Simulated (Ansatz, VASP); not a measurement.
**One calculation of Rb, two programs**

File INCAR:

```
PREC = Accurate ; ENCUT = 520
EDIFF = 1E-7 ; ISMEAR = -1
SIGMA = 0.08 ; LREAL = F
LASPH = T ; NELM = 80
ALGO = Normal ; ISIF = 2
LWAVE = F ; LCHARG = T
GGA = PE ; LELF = T
LVHAR = T ; NBANDS = 16
```

KPOINTS

```
Automatic mesh
0
Gamma
  9 9 5
```

Contents of POSCAR:

```
Rb
1.0
    4.0544494417      0.0000000000      0.0000000000
   -2.0272247208      3.5112562149      0.0000000000
    0.0000000000      0.0000000000      6.6893269505
Rb
2
Direct
    0.3333333333      0.6666666667      0.2500000000
    0.6666666667      0.3333333333      0.7500000000
```

Input for Ansatz:

```yaml
crystal:
  lattice:
    - [4.0544494417, 0.0, 0.0]
    - [-2.0272247208, 3.5112562149, 0.0]
    - [0.0, 0.0, 6.6893269505]
  atoms:
    - { symbol: Rb, position: [0.3333333333, 0.6666666667, 0.25] }
    - { symbol: Rb, position: [0.6666666667, 0.3333333333, 0.75] }
kpoints:
  mp_grid: { grid: [9, 9, 5] }
scf:
  occupations: { method: fermi_dirac, width: 0.08 }
hamiltonian:
  xc: pbe
  pseudopotentials: { kind: all_electron, lapw: { basis_error: 0.001 } }
output:
  forces: true
  stress: true
  eigenvalues: true
  populations: true
```

Change from the starting cell: volume scaled by 0.52, LAPW.

Alike in both runs: task single point; functional PBE; k mesh 9 × 9 × 5; occupations fermi-dirac, width 0.08 eV; no spin polarisation.

|  | VASP | Ansatz |
| --- | --- | --- |
| version | VASP 6.6.1 | Ansatz 0.2.0 |
| potentials or method | VASP PAW PBE potentials, release 64 (Rb_sv), cutoff 520 eV | all-electron LAPW, scalar-relativistic |

|  | VASP | Ansatz | Ansatz less VASP |
| --- | --- | --- | --- |
| pressure (GPa) | 5.7 | 5.7 | 0.00 |
| traceless stress, the component that is largest in VASP (GPa) | -0.06 | -0.06 | 0.000 |

Ansatz ran all-electron here, and VASP with PAW potentials.
